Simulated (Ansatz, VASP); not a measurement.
**Sb: VASP beside Ansatz**

```
Sb
1.0
     0.00000    3.32309    3.32309
     3.32309    0.00000    3.32309
     3.32309    3.32309    0.00000
Sb
2
Direct
  0.12500 0.12500 0.12500
  0.87500 0.87500 0.87500
```

Alike in both runs: task relaxation of cell and atoms; functional RPBE; k mesh 8 × 8 × 8; occupations fermi-dirac, width 0.1 eV; no spin polarisation.

|  | VASP | Ansatz |
| --- | --- | --- |
| version | VASP 6.6.1 | Ansatz 0.2.0 |
| potentials or method | VASP PAW PBE potentials, release 64 (Sb), cutoff 600 eV | plane waves (420 eV) with PAW, scalar-relativistic |
| valence electrons in the cell | 10 | 30 |

```csv
,VASP,Ansatz,Ansatz less VASP
relaxed volume (Å³/atom),44.31,44.33,+0.020
relaxed cell length with the largest relative difference (Å),5.004,5.005,+0.0008
```

VASP's potentials were made for PBE, not for RPBE. VASP's potentials hold 10 valence electrons a cell and Ansatz's 30, so a difference there can come from the potentials and not from the codes.

Spin-orbit coupling is off throughout. Noted on VASP's run: the volume moved by over 15 % at a fixed basis, so the end points are rough.
